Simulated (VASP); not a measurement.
# LiH (Fm-3m) in VASP: further runs

LiH is run at these levels: PBE+D4, revPBE+D3(BJ), PBEsol; tasks: single point, relaxation of cell and atoms.

Everything below comes from runs of VASP 6.6.1. Logs are shortened: lines on timing, memory, paths and dates and some standing lists are left out, and cuts for length are marked.

**1. The cell of the first run**

The structure is cubic, space group Fm-3m (No. 225). Conventional cell: a = 3.962 Å, b = 3.962 Å, c = 3.962 Å, α = 90.00°, β = 90.00°, γ = 90.00°. Within 2.6 Å of Li (site symmetry m-3m) lie 6 H at 1.98 Å. Within 2.6 Å of H (site symmetry m-3m) lie 6 Li at 1.98 Å.

**2. Single point, PBE+D4**

INCAR reads:

```
SYSTEM = LiH
ALGO = Normal
EDIFF = 1E-7
ENCUT = 520
GGA = PE
ISIF = 2
ISMEAR = 0
IVDW = 13
LASPH = .True.
LCHARG = .False.
LREAL = .False.
LWAVE = .False.
NBANDS = 9
NELM = 60
PREC = Accurate
SIGMA = 0.01
```

KPOINTS reads:

```
k-points
0
Gamma
  8 8 8
  0 0 0
```

POSCAR reads:

```
LiH
1.0
    0.0000000000      1.9808080764      1.9808080764
    1.9808080764      0.0000000000      1.9808080764
    1.9808080764      1.9808080764      0.0000000000
Li H
1 1
Direct
    0.0000000000      0.0000000000      0.0000000000
    0.5000000000      0.5000000000      0.5000000000
```

Potentials or basis: VASP PAW PBE potentials, release 64 (Li_sv, H).

Command:

```console
$ cat potpaw_PBE.64/Li_sv/POTCAR potpaw_PBE.64/H/POTCAR > POTCAR
$ mpirun -np 1 vasp_std > vasp.out
```

OUTCAR:

```text
SYSTEM = LiH
   EDIFF = 1E-7
   ENCUT = 520
   GGA = PE
   ISIF = 2
   ISMEAR = 0
   IVDW = 13
   LASPH = .True.
   LREAL = .False.
   NELM = 60
   PREC = Accurate

 ion  position               nearest neighbor table
   1  0.000  0.000  0.000-
   2  0.500  0.500  0.500-

  LATTYP: Found a face centered cubic cell.
 ALAT       =     3.9616161528

  Lattice vectors:

 A1 = (   0.0000000000,   1.9808080764,   1.9808080764)
 A2 = (   1.9808080764,   0.0000000000,   1.9808080764)
 A3 = (   1.9808080764,   1.9808080764,   0.0000000000)

Analysis of symmetry for initial positions (statically):
=====================================================================
 Subroutine PRICEL returns:
 Original cell was already a primitive cell.

 Routine SETGRP: Setting up the symmetry group for a
 face centered cubic supercell.

 Subroutine GETGRP returns: Found 48 space group operations
[... 9 lines left out ...]

 Routine SETGRP: Setting up the symmetry group for a
 face centered cubic supercell.

 Subroutine GETGRP returns: Found 48 space group operations
[... 11 lines left out ...]
                                     Primitive cell

  volume of cell :      15.5438

  direct lattice vectors                    reciprocal lattice vectors
     0.000000000  1.980808076  1.980808076    -0.252422234  0.252422234  0.252422234
     1.980808076  0.000000000  1.980808076     0.252422234 -0.252422234  0.252422234
     1.980808076  1.980808076  0.000000000     0.252422234  0.252422234 -0.252422234

  length of vectors
     2.801285646  2.801285646  2.801285646     0.437208134  0.437208134  0.437208134

  position of ions in fractional coordinates (direct lattice)
     0.000000000  0.000000000  0.000000000
     0.500000000  0.500000000  0.500000000

  ion indices of the primitive-cell ions
   primitive index   ion index
                 1           1
                 2           2

----------------------------------------------------------------------------------------

 KPOINTS: k-points

Automatic generation of k-mesh.
 Grid dimensions read from file:
 generate k-points for:    8    8    8

 Generating k-lattice:

  Cartesian coordinates                     Fractional coordinates (reciprocal lattice)
    -0.031552779  0.031552779  0.031552779     0.125000000  0.000000000  0.000000000
     0.031552779 -0.031552779  0.031552779     0.000000000  0.125000000  0.000000000
     0.031552779  0.031552779 -0.031552779     0.000000000  0.000000000  0.125000000

  Length of vectors
     0.054651017  0.054651017  0.054651017

  Shift w.r.t. Gamma in fractional coordinates (k-lattice)
     0.000000000  0.000000000  0.000000000

 Subroutine IBZKPT returns following result:
 ===========================================

 Found     29 irreducible k-points:

 Following reciprocal coordinates:
            Coordinates               Weight
  0.000000  0.000000  0.000000      1.000000
  0.125000  0.000000  0.000000      8.000000
  0.250000  0.000000  0.000000      8.000000
  0.375000  0.000000  0.000000      8.000000
  0.500000  0.000000  0.000000      4.000000
  0.125000  0.125000  0.000000      6.000000
[... 16 lines left out ...]
  0.500000  0.250000  0.125000     48.000000
 -0.375000  0.250000  0.125000     24.000000
 [... further k-points ...]
   k-points           NKPTS =     29   k-points in BZ     NKDIM =     29   number of bands    NBANDS=      9
   number of dos      NEDOS =    301   number of ions     NIONS =      2
   total plane-waves  NPLWV =  13824
   dimension x,y,z NGX =    24 NGY =   24 NGZ =   24
   dimension x,y,z NGXF=    48 NGYF=   48 NGZF=   48
   ions per type =               1   1
   NGX,Y,Z   is equivalent  to a cutoff of  14.24, 14.24, 14.24 a.u.
   NGXF,Y,Z  is equivalent  to a cutoff of  28.49, 28.49, 28.49 a.u.
 SYSTEM =  LiH
   PREC   = accura    normal or accurate (medium, high low for compatibility)
   ISTART =      0    job   : 0-new  1-cont  2-samecut
   ICHARG =      2    charge: 1-file 2-atom 10-const
   ISPIN  =      1    spin polarized calculation?
   LNONCOLLINEAR =      F non collinear calculations
   LSORBIT =      F    spin-orbit coupling
   LASPH  =      T    aspherical Exc in radial PAW
   ENCUT  =  520.0 eV  38.22 Ry    6.18 a.u.   5.21  5.21  5.21*2*pi/ulx,y,z
   NELM   =     60;   NELMIN=  2; NELMDL= -5     # of ELM steps
   EDIFF  = 0.1E-06   stopping-criterion for ELM
   LREAL  =      F    real-space projection
   EDIFFG = 0.1E-05   stopping-criterion for IOM
   NSW    =      0    number of steps for IOM
   IBRION =     -1    ionic relax: 0-MD 1-quasi-New 2-CG
   NFREE  =      0    steps in history (QN), initial steepest desc. (CG)
   ISIF   =      2    stress and relaxation
   ISYM   =      2    0-nonsym 1-usesym 2-fastsym
   POTIM  = 0.5000    time-step for ionic-motion
   TEBEG  =    0.0;   TEEND  =   0.0 temperature during run
   PSTRESS=    0.0 pullay stress
   NELECT =       4.0000    total number of electrons
   NUPDOWN=      -1.0000    fix difference up-down
   EMIN   =  10.00;   EMAX   =-10.00  energy-range for DOS
   EFERMI =   0.00;   METHOD = LEGACY
   ISMEAR =     0;   SIGMA  =   0.01  broadening in eV -4-tet -1-fermi 0-gaus
   EFERMI_NEDOS =   21; number of points for ismear=-14 and -15
   IALGO  =     38    algorithm
   IMIX   =      4    mixing-type and parameters
     AMIX     =   0.40;   BMIX     =  1.00
     AMIX_MAG =   1.60;   BMIX_MAG =  1.00
  volume/ion in A,a.u.               =       7.77        52.45
  Fermi-wavevector in a.u.,A,eV,Ry     =   1.041300  1.967771 14.752868  1.084305
  Thomas-Fermi vector in A             =   2.175914
   LORBIT       =      0    0 simple, 1 ext, 2 COOP (PROOUT), +10 PAW based schemes
   GGA     = PE    functional components
   LHFCALC =     F    Hartree Fock is set to
   AEXX    =    0.0000 exact exchange contribution
   IVDW    =    13    specifies the selected vdW correction
   LEPSILON=     F    determine dielectric tensor
   LRPA    =     F    only Hartree local field effects (RPA)
 non-spin polarized calculation
 Gauss-broadening in eV      SIGMA  =   0.01
  energy-cutoff  :      520.00
  volume of cell :       15.54
 maximum number of plane-waves:       444
 NGX is ok and might be reduce to    24
   NGX = 11   NGY = 11   NGZ = 11

 number of electron       3.9999998 magnetization

 Free energy of the ion-electron system (eV)
  ---------------------------------------------------
  ext. energy  EPLUGINS =         0.00000000
  ---------------------------------------------------
  free energy    TOTEN  =        -6.12479731 eV

  energy without entropy =       -6.12479731  energy(sigma->0) =       -6.12479731

 E-fermi :   0.3689     XC(G=0):  -8.6258

 val. band max:        0.2596378362   @ k =   0.5000   0.5000   0.0000
 cond. band min:       3.2117892495   @ k =   0.5000   0.5000   0.0000
 fundamental gap:      2.9521514133
 Fermi energy:         0.3689479941

 k-point     1 :       0.0000    0.0000    0.0000
  band No.  band energies     occupation
      1     -44.0005      2.00000
      2      -5.3087      2.00000
      3      16.8129      0.00000
      4      18.5148      0.00000
      5      18.5148      0.00000
      6      18.5148      0.00000
      7      23.2961      0.00000
      8      23.2961      0.00000
      9      23.2961      0.00000

 k-point     2 :       0.1250    0.0000    0.0000
  band No.  band energies     occupation
      1     -43.9928      2.00000
      2      -5.0303      2.00000
      3      14.4538      0.00000
      4      17.2039      0.00000
      5      17.9439      0.00000
      6      17.9439      0.00000
      7      22.8398      0.00000
      8      24.5206      0.00000
      9      24.5206      0.00000

 k-point     3 :       0.2500    0.0000    0.0000
  band No.  band energies     occupation
      1     -43.9741      2.00000
      2      -4.2318      2.00000
      3      10.1790      0.00000
      4      15.6769      0.00000
      5      17.2276      0.00000
      6      17.2276      0.00000
      7      22.8557      0.00000
      8      22.8557      0.00000
      9      24.3438      0.00000

 k-point     4 :       0.3750    0.0000    0.0000
  band No.  band energies     occupation
      1     -43.9554      2.00000
      2      -3.1227      2.00000
      3       6.7225      0.00000
      4      14.6081      0.00000
      5      17.0093      0.00000
      6      17.0093      0.00000
      7      20.6110      0.00000
      8      20.6110      0.00000
      9      26.6412      0.00000

 k-point     5 :       0.5000    0.0000    0.0000
  band No.  band energies     occupation
      1     -43.9475      2.00000
      2      -2.4718      2.00000
      3       5.2679      0.00000
      4      14.2300      0.00000
      5      17.0866      0.00000
      6      17.0866      0.00000
      7      19.6918      0.00000
      8      19.6918      0.00000
      9      28.2209      0.00000

 k-point     6 :       0.1250    0.1250    0.0000
  band No.  band energies     occupation
      1     -43.9903      2.00000
      2      -4.9302      2.00000
      3      14.9181      0.00000
      4      16.2160      0.00000
      5      16.2160      0.00000
      6      19.4020      0.00000
      7      19.8067      0.00000
      8      25.4630      0.00000
      9      26.5637      0.00000

 k-point     7 :       0.2500    0.1250    0.0000
  band No.  band energies     occupation
      1     -43.9753      2.00000
      2      -4.2804      2.00000
      3      11.5630      0.00000
      4      14.4647      0.00000
      5      15.0446      0.00000
      6      18.6826      0.00000
      7      20.6934      0.00000
      8      24.2637      0.00000
      9      26.9553      0.00000

 k-point     8 :       0.3750    0.1250    0.0000
  band No.  band energies     occupation
      1     -43.9566      2.00000
      2      -3.2021      2.00000
      3       7.7705      0.00000
      4      12.9633      0.00000
      5      14.6505      0.00000
      6      17.5523      0.00000
      7      22.7161      0.00000
      8      24.2965      0.00000
      9      24.4262      0.00000

 k-point     9 :       0.5000    0.1250    0.0000
  band No.  band energies     occupation
      1     -43.9452      2.00000
      2      -2.2326      2.00000
      3       5.4916      0.00000
      4      12.0589      0.00000
      5      15.0754      0.00000
      6      16.6286      0.00000
      7      22.5482      0.00000
      8      23.0614      0.00000
      9      27.4433      0.00000

 k-point    10 :      -0.3750    0.1250    0.0000
  band No.  band energies     occupation
      1     -43.9478      2.00000
      2      -2.4895      2.00000
      3       6.0302      0.00000
      4      11.8264      0.00000
      5      16.2588      0.00000
      6      16.2870      0.00000
      7      21.5298      0.00000
      8      24.0846      0.00000
      9      27.3754      0.00000
[... 85 lines left out ...]
 k-point    18 :       0.3750    0.3750    0.0000
  band No.  band energies     occupation
      1     -43.9416      2.00000
      2      -1.7353      2.00000
      3       6.2183      0.00000
      4      11.8221      0.00000
      5      11.8221      0.00000
      6      15.0526      0.00000
      7      18.0329      0.00000
      8      32.7472      0.00000
      9      33.7315      0.00000

 k-point    19 :       0.5000    0.3750    0.0000
  band No.  band energies     occupation
      1     -43.9340      2.00000
      2      -0.5057      2.00000
      3       4.4028      0.00000
      4       9.7069      0.00000
      5      11.6831      0.00000
      6      16.6230      0.00000
      7      18.4159      0.00000
      8      32.2934      0.00000
      9      33.5052      0.00000

 k-point    20 :      -0.3750    0.3750    0.0000
  band No.  band energies     occupation
      1     -43.9328      2.00000
      2      -0.2853      2.00000
      3       4.3875      0.00000
      4       7.9650      0.00000
      5      12.4102      0.00000
      6      16.8927      0.00000
      7      21.8847      0.00000
      8      29.5473      0.00000
      9      32.0605      0.00000

 k-point    21 :       0.5000    0.5000    0.0000
  band No.  band energies     occupation
      1     -43.9318      2.00000
      2       0.2596      2.00000
      3       3.2118      0.00000
      4      11.2484      0.00000
      5      11.2484      0.00000
      6      14.4557      0.00000
      7      18.0355      0.00000
      8      35.8126      0.00000
      9      35.8126      0.00000

 k-point    22 :       0.3750    0.2500    0.1250
  band No.  band energies     occupation
      1     -43.9604      2.00000
      2      -3.4473      2.00000
      3      10.0436      0.00000
      4      10.7371      0.00000
      5      14.7689      0.00000
      6      18.3128      0.00000
      7      20.7749      0.00000
      8      24.5710      0.00000
      9      28.5235      0.00000

 k-point    23 :       0.5000    0.2500    0.1250
  band No.  band energies     occupation
      1     -43.9455      2.00000
      2      -2.2585      2.00000
      3       6.9188      0.00000
      4       9.5516      0.00000
      5      14.0936      0.00000
      6      17.4504      0.00000
      7      23.0353      0.00000
      8      25.1312      0.00000
      9      27.9613      0.00000

 k-point    24 :      -0.3750    0.2500    0.1250
  band No.  band energies     occupation
      1     -43.9394      2.00000
      2      -1.5302      2.00000
      3       5.4116      0.00000
      4       9.2504      0.00000
      5      13.8438      0.00000
      6      17.0280      0.00000
      7      23.8175      0.00000
      8      26.9545      0.00000
      9      28.1783      0.00000

 [... further k-points ...]

------------------------ aborting loop because EDIFF is reached ----------------------------------------

  DFT-D4 for vdW energy calculation

  Edisp (eV):   -0.14734

  FORCE on cell =-STRESS in cart. coord.  units (eV):
  Direction    XX          YY          ZZ          XY          YZ          ZX
  --------------------------------------------------------------------------------------
  -------------------------------------------------------------------------------------
  Total      -0.02814    -0.02814    -0.02814    -0.00000    -0.00000     0.00000
  in kB      -2.90099    -2.90099    -2.90099    -0.00000    -0.00000     0.00000
  external pressure =       -2.90 kB  Pullay stress =        0.00 kB

 VOLUME and BASIS-vectors are now :
 -----------------------------------------------------------------------------
  energy-cutoff  :      520.00
  volume of cell :       15.54
      direct lattice vectors                 reciprocal lattice vectors
     0.000000000  1.980808076  1.980808076    -0.252422234  0.252422234  0.252422234
     1.980808076  0.000000000  1.980808076     0.252422234 -0.252422234  0.252422234
     1.980808076  1.980808076  0.000000000     0.252422234  0.252422234 -0.252422234

 POSITION                                       TOTAL-FORCE (eV/Angst)
 -----------------------------------------------------------------------------------
      0.00000      0.00000      0.00000        -0.000000     -0.000000      0.000000
      1.98081      1.98081      1.98081         0.000000      0.000000     -0.000000
 -----------------------------------------------------------------------------------
    total drift:                                0.000000     -0.000000     -0.000000

  FREE ENERGIE OF THE ION-ELECTRON SYSTEM (eV)
  ---------------------------------------------------
  free  energy   TOTEN  =        -6.2721337130 eV

  energy  without entropy=       -6.2721337130  energy(sigma->0) =       -6.27213371
```

Wall time 7.6 s (1 thread of Intel Xeon 6975P-C, shared host); peak memory 0.13 GiB.

What came out:

```
Free energy                : -6.2721 eV
Band gap on the k mesh     : 2.95 eV, direct
Dispersion energy per atom : -0.074 eV
```

Levels at points of the mesh, in eV from the valence-band top:
```tsv
k point	band 1	band 2	band 3	band 4	band 5	band 6	band 7
(0.00, 0.00, 0.00)	-44.26	-5.57	16.55	18.26	18.26	18.26	23.04
(0.50, 0.00, 0.00)	-44.21	-2.73	5.01	13.97	16.83	16.83	19.43
(0.50, 0.50, 0.00)	-44.19	0.00	2.95	10.99	10.99	14.20	17.78
```

Caveat: the cutoff is under 1.25 times the usual one of these potentials, so pressure, stress and relaxed cells hold a basis-set (Pulay) error. Expect the measured gap to be larger: semilocal functionals such as PBE lack the derivative discontinuity.

**3. Single point, revPBE+D3(BJ)**

This run uses another cell than the first one, of 6.85 Å³/atom, 0.882 times its volume.

INCAR reads:

```
PREC = Accurate
ENCUT = 520
EDIFF = 1E-6
ISMEAR = 0
SIGMA = 0.01
LREAL = F
LASPH = T
NELM = 80
ALGO = Normal
ISIF = 2
LWAVE = F
LCHARG = T
GGA = RE
IVDW = 12
LELF = T
LVHAR = T
NBANDS = 9
```

KPOINTS reads:

```
Automatic mesh
0
Gamma
  8 8 8
```

POSCAR reads:

```
LiH
1.0
    0.0000000000      1.8993004202      1.8993004202
    1.8993004202      0.0000000000      1.8993004202
    1.8993004202      1.8993004202      0.0000000000
Li H
1 1
Direct
    0.0000000000      0.0000000000      0.0000000000
    0.5000000000      0.5000000000      0.5000000000
```

Potentials or basis: VASP PAW PBE potentials, release 64 (Li_sv, H).

Command:

```console
$ cat potpaw_PBE.64/Li_sv/POTCAR potpaw_PBE.64/H/POTCAR > POTCAR
$ mpirun -np 1 vasp_std > vasp.out
```

Run time: 4.9 s. Hardware: 1 thread of Intel Xeon 6975P-C, shared host; peak memory 0.12 GiB.

It converged, with:

* Free energy: -6.7042 eV
* Band gap on the k mesh: 2.98 eV, direct
* Dispersion energy per atom: -0.387 eV

Levels at points of the mesh, in eV from the valence-band top:
| k point | band 1 | band 2 | band 3 | band 4 | band 5 |
| --- | --- | --- | --- | --- | --- |
| (0.00, 0.00, 0.00) | -44.31 | -6.02 | 18.33 | 19.89 | 19.89 |
| (0.50, 0.00, 0.00) | -44.23 | -3.08 | 5.44 | 15.22 | 18.34 |
| (0.50, 0.50, 0.00) | -44.20 | 0.00 | 2.98 | 11.82 | 11.82 |

Caveat: the cutoff is under 1.25 times the usual one of these potentials, so pressure, stress and relaxed cells hold a basis-set (Pulay) error; the PAW data sets were made with another functional, which shifts forces and pressure a little. A k mesh can miss the band edges.

[end of part 1 of 2]
